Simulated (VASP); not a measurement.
Ti, 1 atom in the cell. The structure is cubic, space group Fm-3m (No. 225). The conventional cell has a = 3.805 Å, b = 3.805 Å, c = 3.805 Å, α = 90.00°, β = 90.00°, γ = 90.00°. Ti (site symmetry m-3m) has 12 Ti at 2.69 Å within 3.5 Å. This isn't the form of Ti at room conditions, which is hcp.

* Program: VASP 6.6.1
* Task: single point
* Functional: PBEsol
* Potentials or basis: VASP PAW PBE potentials, release 64 (Ti_sv)
* Cutoff: 520 eV
* k mesh: 18 × 18 × 18
* Occupations: gaussian, width 0.1 eV
* Spin: no spin polarisation
* Dipole correction: no
* Further INCAR settings: ALGO = Fast; EDIFF = 1e-06; NBANDS = 12

Potentials or basis: VASP PAW PBE potentials, release 64 (Ti_sv).

The run is started by

```bash
$ cat potpaw_PBE.64/Ti_sv/POTCAR > POTCAR
$ mpirun -np 1 vasp_std > vasp.out
```

Hardware: 1 thread of AMD EPYC 9R45 96-Core Processor (Zen 5), on a shared host.

Question: Estimate the wall time of this run.

Answer: Wall time 28 s on 1 thread of AMD EPYC 9R45 96-Core Processor (Zen 5) (shared host), peak memory 0.12 GiB. Counts: scf iterations 22, k points 195.
